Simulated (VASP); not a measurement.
Set up this calculation in VASP 6.6.1, as the native input.

```yaml
Task: single point
Functional: PBEsol
Potentials_or_basis: VASP PAW PBE potentials, release 64 (Mg, O)
Cutoff: 520 eV
k_mesh: 2 × 2 × 2, shifted
Occupations: gaussian, width 0.02 eV
Spin: no spin polarisation
Dipole_correction: no
Further_INCAR_settings: LREAL = Auto; ALGO = Normal; EDIFF = 1e-06; NBANDS = 86
```

The structure of MgO lies in POSCAR:

```
MgO
1.0
    4.2140464123      4.2140464123      4.2140464123
   -4.2140464123     -4.2140464123      4.2140464123
    4.2140464123     -4.2140464123     -4.2140464123
Mg O
16 16
Direct
    0.7469894621      0.2483436832     -0.0012794494
   -0.0033636557     -0.0018575535     -0.0016862519
    0.7470201403      0.4981849055      0.7485640315
   -0.0028389152      0.2483581398      0.7486883625
    0.2469913780     -0.0017507349      0.7487695813
    0.2469373776      0.7483048096     -0.0011297002
    0.4970255735      0.4983355571     -0.0014348705
    0.7470405684     -0.0016461706      0.2487489674
    0.7469111677      0.7481901426      0.4985508288
   -0.0029197574      0.4982997447      0.4986978375
    0.2470129013      0.2480479232      0.4984362160
    0.4970741448     -0.0017899361      0.4988237923
    0.4968533335      0.7481590621      0.7486999628
   -0.0029994482      0.7483360292      0.2486934613
    0.2469803238      0.4981656540      0.2486571743
    0.4969514698      0.2482380393      0.2485920187
    0.4971406281      0.2483169854      0.7486735466
    0.7471979076     -0.0017230410      0.7488316705
    0.4970871774      0.4983187095      0.4986737817
    0.7470979108      0.2482986240      0.4987435588
   -0.0029294459     -0.0017014223      0.4987109950
   -0.0029010776      0.7482776751      0.7486737641
    0.2471774946      0.4983887052      0.7487511915
    0.4971028410     -0.0016388395     -0.0013011509
    0.4971080574      0.7483530257      0.2487305076
    0.7470580497      0.4982945472      0.2486824003
   -0.0028903436      0.2483902712      0.2487767991
    0.2470347067     -0.0016268665      0.2486705396
    0.2471367320      0.7483865968      0.4987152005
    0.7471069520      0.7483200114     -0.0012580267
   -0.0028438372      0.4983544048     -0.0012744631
    0.2470708133      0.2483189757     -0.0013533758
```

One way to write it, as run:

INCAR

```
PREC = Accurate ; ENCUT = 520
EDIFF = 1E-6 ; ISMEAR = 0
SIGMA = 0.02 ; LREAL = Auto
LASPH = True ; NELM = 100
ALGO = Normal ; ISIF = 2
LWAVE = False ; LCHARG = False
GGA = PS ; NBANDS = 86
```

KPOINTS

```
Automatic mesh
0
Gamma
  2 2 2
  0.5 0.5 0.5
```

Potentials or basis: VASP PAW PBE potentials, release 64 (Mg, O).

The run is started by

```console
$ cat potpaw_PBE.64/Mg/POTCAR potpaw_PBE.64/O/POTCAR > POTCAR
$ mpirun -np 1 vasp_std > vasp.out
```

Results of the run:

```
Pressure               : -0.5 GPa
Largest force          : 0.024 eV/Å
Band gap on the k mesh : 6.08 eV
```

Caveat: the PAW data sets were made with another functional, which shifts forces and pressure a little.

Run time: 2.2 min on 1 thread of Intel(R) Xeon(R) 6975P-C (Granite Rapids), on a shared host, peak memory 0.39 GiB.
